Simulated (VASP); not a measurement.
# P (Im-3m) in VASP: further runs, part 2 of 2

VASP 6.6.1. The steps go on from the part before.

## (3) Relaxation of cell and atoms, PBE, target pressure 60 GPa, at which the enthalpy is minimised

INCAR reads:

```
SYSTEM = P
PREC = Accurate
ENCUT = 500
EDIFF = 1E-7
ISMEAR = -1
SIGMA = 0.05
LREAL = .False.
LASPH = .True.
NELM = 120
ALGO = Normal
ISIF = 3
LWAVE = .False.
LCHARG = .False.
GGA = PE
IBRION = 2
NSW = 60
EDIFFG = -0.03
PSTRESS = 600.0
GGA_COMPAT = .False.
NELMIN = 4
```

KPOINTS reads:

```
Automatic mesh
0
Gamma
  21 21 21
  0 0 0
```

POSCAR reads:

```
P
1.0
   -1.5400000000      1.5400000000      1.5400000000
    1.5400000000     -1.5400000000      1.5400000000
    1.5400000000      1.5400000000     -1.5400000000
P
1
Direct
    0.0000000000      0.0000000000      0.0000000000
```

Potentials or basis: VASP PAW PBE potentials, release 64 (P).

Command:

```
$ cat potpaw_PBE.64/P/POTCAR > POTCAR
$ mpirun -np 1 vasp_std > vasp.out
```

OUTCAR:

```text
SYSTEM = P
   PREC = Accurate
   ENCUT = 500
   EDIFF = 1E-7
   ISMEAR = -1
   LREAL = .False.
   LASPH = .True.
   NELM = 120
   ISIF = 3
   GGA = PE
   IBRION = 2
   NSW = 60
   EDIFFG = -0.03
   PSTRESS = 600.0
   NELMIN = 4

 ion  position               nearest neighbor table
   1  0.000  0.000  0.000-

  LATTYP: Found a body centered cubic cell.
 ALAT       =     3.0800000000

  Lattice vectors:

 A1 = (  -1.5400000000,   1.5400000000,   1.5400000000)
 A2 = (   1.5400000000,  -1.5400000000,   1.5400000000)
 A3 = (   1.5400000000,   1.5400000000,  -1.5400000000)

Analysis of symmetry for initial positions (statically):
=====================================================================
 Subroutine PRICEL returns:
 Original cell was already a primitive cell.

 Routine SETGRP: Setting up the symmetry group for a
 body centered cubic supercell.

 Subroutine GETGRP returns: Found 48 space group operations
 (whereof 48 operations were pure point group operations)
 out of a pool of 48 trial point group operations.

The static configuration has the point symmetry O_h .

Analysis of symmetry for dynamics (positions and initial velocities):
=====================================================================
 Subroutine PRICEL returns:
 Original cell was already a primitive cell.

 Routine SETGRP: Setting up the symmetry group for a
 body centered cubic supercell.

 Subroutine GETGRP returns: Found 48 space group operations
 (whereof 48 operations were pure point group operations)
 out of a pool of 48 trial point group operations.

The dynamic configuration has the point symmetry O_h .

 Subroutine INISYM returns: Found 48 space group operations
 (whereof 48 operations are pure point group operations),
 and found     1 'primitive' translations

----------------------------------------------------------------------------------------

                                     Primitive cell

  volume of cell :      14.6091

  direct lattice vectors                    reciprocal lattice vectors
    -1.540000000  1.540000000  1.540000000     0.000000000  0.324675325  0.324675325
     1.540000000 -1.540000000  1.540000000     0.324675325  0.000000000  0.324675325
     1.540000000  1.540000000 -1.540000000     0.324675325  0.324675325  0.000000000

  length of vectors
     2.667358244  2.667358244  2.667358244     0.459160248  0.459160248  0.459160248

  position of ions in fractional coordinates (direct lattice)
     0.000000000  0.000000000  0.000000000

  ion indices of the primitive-cell ions
   primitive index   ion index
                 1           1

----------------------------------------------------------------------------------------

 KPOINTS: Automatic mesh

Automatic generation of k-mesh.
 Grid dimensions read from file:
 generate k-points for:   21   21   21

 Generating k-lattice:

  Cartesian coordinates                     Fractional coordinates (reciprocal lattice)
     0.000000000  0.015460730  0.015460730     0.047619048  0.000000000  0.000000000
     0.015460730  0.000000000  0.015460730     0.000000000  0.047619048  0.000000000
     0.015460730  0.015460730  0.000000000     0.000000000  0.000000000  0.047619048

  Length of vectors
     0.021864774  0.021864774  0.021864774

  Shift w.r.t. Gamma in fractional coordinates (k-lattice)
     0.000000000  0.000000000  0.000000000

 Subroutine IBZKPT returns following result:
 ===========================================

 Found    286 irreducible k-points:

 Following reciprocal coordinates:
            Coordinates               Weight
  0.000000  0.000000  0.000000      1.000000
  0.047619  0.000000  0.000000     12.000000
  0.095238  0.000000  0.000000     12.000000
  0.142857  0.000000  0.000000     12.000000
  0.190476  0.000000  0.000000     12.000000
  0.238095  0.000000  0.000000     12.000000
[... 16 lines left out ...]
  0.142857  0.095238  0.000000     48.000000
  0.190476  0.095238  0.000000     48.000000
 [... further k-points ...]
   k-points           NKPTS =    286   k-points in BZ     NKDIM =    286   number of bands    NBANDS=      6
   number of dos      NEDOS =    301   number of ions     NIONS =      1
   total plane-waves  NPLWV =   8000
   dimension x,y,z NGX =    20 NGY =   20 NGZ =   20
   dimension x,y,z NGXF=    40 NGYF=   40 NGZF=   40
   ions per type =               1
   NGX,Y,Z   is equivalent  to a cutoff of  12.47, 12.47, 12.47 a.u.
   NGXF,Y,Z  is equivalent  to a cutoff of  24.93, 24.93, 24.93 a.u.
 SYSTEM =  P
   PREC   = accura    normal or accurate (medium, high low for compatibility)
   ISTART =      0    job   : 0-new  1-cont  2-samecut
   ICHARG =      2    charge: 1-file 2-atom 10-const
   ISPIN  =      1    spin polarized calculation?
   LNONCOLLINEAR =      F non collinear calculations
   LSORBIT =      F    spin-orbit coupling
   LASPH  =      T    aspherical Exc in radial PAW
   ENCUT  =  500.0 eV  36.75 Ry    6.06 a.u.   4.86  4.86  4.86*2*pi/ulx,y,z
   NELM   =    120;   NELMIN=  4; NELMDL= -5     # of ELM steps
   EDIFF  = 0.1E-06   stopping-criterion for ELM
   LREAL  =      F    real-space projection
   EDIFFG = -.3E-01   stopping-criterion for IOM
   NSW    =     60    number of steps for IOM
   IBRION =      2    ionic relax: 0-MD 1-quasi-New 2-CG
   NFREE  =      1    steps in history (QN), initial steepest desc. (CG)
   ISIF   =      3    stress and relaxation
   ISYM   =      2    0-nonsym 1-usesym 2-fastsym
   POTIM  = 0.5000    time-step for ionic-motion
   TEBEG  =    0.0;   TEEND  =   0.0 temperature during run
   PSTRESS=  600.0 pullay stress
   NELECT =       5.0000    total number of electrons
   NUPDOWN=      -1.0000    fix difference up-down
   EMIN   =  10.00;   EMAX   =-10.00  energy-range for DOS
   EFERMI =   0.00;   METHOD = LEGACY
   ISMEAR =    -1;   SIGMA  =   0.05  broadening in eV -4-tet -1-fermi 0-gaus
   EFERMI_NEDOS =   21; number of points for ismear=-14 and -15
   IALGO  =     38    algorithm
   IMIX   =      4    mixing-type and parameters
     AMIX     =   0.40;   BMIX     =  1.00
     AMIX_MAG =   1.60;   BMIX_MAG =  1.00
  volume/ion in A,a.u.               =      14.61        98.59
  Fermi-wavevector in a.u.,A,eV,Ry     =   1.145137  2.163995 17.841847  1.311339
  Thomas-Fermi vector in A             =   2.281826
   LORBIT       =      0    0 simple, 1 ext, 2 COOP (PROOUT), +10 PAW based schemes
   GGA     = PE    functional components
   LHFCALC =     F    Hartree Fock is set to
   AEXX    =    0.0000 exact exchange contribution
   IVDW    =     0    specifies the selected vdW correction
   LEPSILON=     F    determine dielectric tensor
   LRPA    =     F    only Hartree local field effects (RPA)
 conjugate gradient relaxation of ions
 non-spin polarized calculation
  energy-cutoff  :      500.00
  volume of cell :       14.61
 maximum number of plane-waves:       382
   NGX =  9   NGY =  9   NGZ =  9

--------------------------------------- Ionic step        1  -------------------------------------------

 number of electron       5.0000001 magnetization

 Free energy of the ion-electron system (eV)
  ---------------------------------------------------
  ext. energy  EPLUGINS =         0.00000000
  ---------------------------------------------------
  free energy    TOTEN  =        -4.68137806 eV

  energy without entropy =       -4.67752656  energy(sigma->0) =       -4.67945231

 E-fermi :   9.6255     XC(G=0): -11.4562

 val. band max:        9.6126548245   @ k =  -0.2381   0.3810   0.0476
 cond. band min:       9.6723223980   @ k =   0.2857   0.2857   0.0952
 fundamental gap:      0.0596675734
 Fermi energy:         9.6254544651

 k-point     1 :       0.0000    0.0000    0.0000
  band No.  band energies     occupation
      1      -6.5517      2.00000
      2      16.5389      0.00000
      3      16.5389      0.00000
      4      16.5389      0.00000
      5      21.5454      0.00000
      6      21.5454      0.00000
[... 313 lines left out ...]
  energy  without entropy=       -4.3373908300  energy(sigma->0) =       -4.33933429

  enthalpy is  TOTEN    =        -0.2386674695 eV   P V=        4.1026102853

[... ionic steps 4 to 13 ...]

--------------------------------------- Ionic step       14  -------------------------------------------

 number of electron       5.0000001 magnetization

------------------------ aborting loop because EDIFF is reached ----------------------------------------
[... 69 lines left out ...]
--------------------------------------- Ionic step       16  -------------------------------------------

 number of electron       5.0000001 magnetization

 Free energy of the ion-electron system (eV)
  ---------------------------------------------------
  ext. energy  EPLUGINS =         0.00000000
  ---------------------------------------------------
  free energy    TOTEN  =        -4.12297958 eV

  energy without entropy =       -4.11960213  energy(sigma->0) =       -4.12129085

 E-fermi :  15.4352     XC(G=0): -13.0607

 val. band max:       15.4315220893   @ k =  -0.1905   0.3333   0.0476
 cond. band min:      15.5093765149   @ k =   0.2857   0.1905   0.0952
 fundamental gap:      0.0778544256
 Fermi energy:        15.4351734763

 k-point     1 :       0.0000    0.0000    0.0000
  band No.  band energies     occupation
      1      -4.9793      2.00000
      2      26.4482      0.00000
      3      26.4482      0.00000
      4      26.4482      0.00000
      5      28.3248      0.00000
      6      28.3248      0.00000
[... 239 lines left out ...]
  energy  without entropy=       -4.1196021263  energy(sigma->0) =       -4.12129085

  enthalpy is  TOTEN    =        -0.2810420587 eV   P V=        3.8419375242

 reached required accuracy - stopping structural energy minimisation
```

OSZICAR:

```text
N       E                     dE             d eps       ncg     rms          rms(c)
DAV:   1     0.244368817952E+01    0.24437E+01   -0.20851E+03  3522   0.582E+02
DAV:   2    -0.459489140692E+01   -0.70386E+01   -0.66667E+01  5064   0.662E+01
[... 109 lines left out ...]
DAV:   4    -0.412926481455E+01   -0.43407E-07   -0.24310E-09  1734   0.636E-04
  15 F= -.28098380E+00 E0= -.27929077E+00  d E =-.111486E-03
       N       E                     dE             d eps       ncg     rms          rms(c)
DAV:   1    -0.412299018523E+01    0.62746E-02   -0.51851E-04  3840   0.159E-01    0.356E-02
DAV:   2    -0.412298287389E+01    0.73113E-05   -0.50180E-06  3918   0.250E-02    0.189E-02
DAV:   3    -0.412297950054E+01    0.33734E-05   -0.55274E-06  3912   0.170E-02    0.413E-03
DAV:   4    -0.412297958284E+01   -0.82304E-07   -0.96272E-09  2538   0.126E-03
  16 F= -.28104206E+00 E0= -.27935333E+00  d E =-.169740E-03
```

Wall time 1.8 min (1 thread of Intel Xeon Platinum 8259CL at 2.50GHz (Skylake/Cascade Lake), shared host); peak memory 0.13 GiB.

What came out:

- Free energy: -4.1230 eV
- Relaxed volume: 10.26 Å³/atom
- Relaxed cell: a = 2.371 Å, b = 2.371 Å, c = 2.371 Å, α = 109.47°, β = 109.47°, γ = 109.47°
- Space group after relaxing (to 0.1 Å): Im-3m (No. 229)
- Energy change on relaxing (the run minimises the enthalpy): +558.4 meV/atom
- Ionic steps: 16
- Pressure after relaxing: 59.7 GPa
- Band gap on the k mesh: zero (an odd number of electrons rules out a gap without spin polarisation)

The path:
```tsv
step	energy change (eV)	largest force (eV/Å)	pressure (GPa)	volume (Å³)
1	0.0000	0.0000	-2.41	14.61
2	7.3093	0.0000	607.70	5.58
3	0.3401	0.0000	41.94	10.96
4	0.4554	0.0000	51.22	10.56
5	0.5712	0.0000	60.77	10.23
6	0.5423	0.0000	58.39	10.30
7	0.5432	0.0000	58.46	10.30
8	0.5459	0.0000	58.69	10.29
9	0.5460	0.0000	58.69	10.29
10	0.5461	0.0000	58.70	10.29
11	0.5463	0.0000	58.71	10.29
12	0.5467	0.0000	58.75	10.29
13	0.5474	0.0000	58.81	10.29
14	0.5490	0.0000	58.94	10.28
15	0.5521	0.0000	59.20	10.28
16	0.5584	0.0000	59.71	10.26
```

Final structure:
```yaml
crystal:
  lattice:
    - [-1.36883, 1.36883, 1.36883]
    - [1.36883, -1.36883, 1.36883]
    - [1.36883, 1.36883, -1.36883]
  atoms:
    - { symbol: P, position: [0.00000, 0.00000, 0.00000] }
```

Caveat: the cell is relaxed towards a set pressure, so the run minimises the enthalpy, not the energy; the volume moved by over 15 % at a fixed basis, so the end points are rough.

The gap in the log of VASP goes by the Fermi energy; the results here count the filled bands.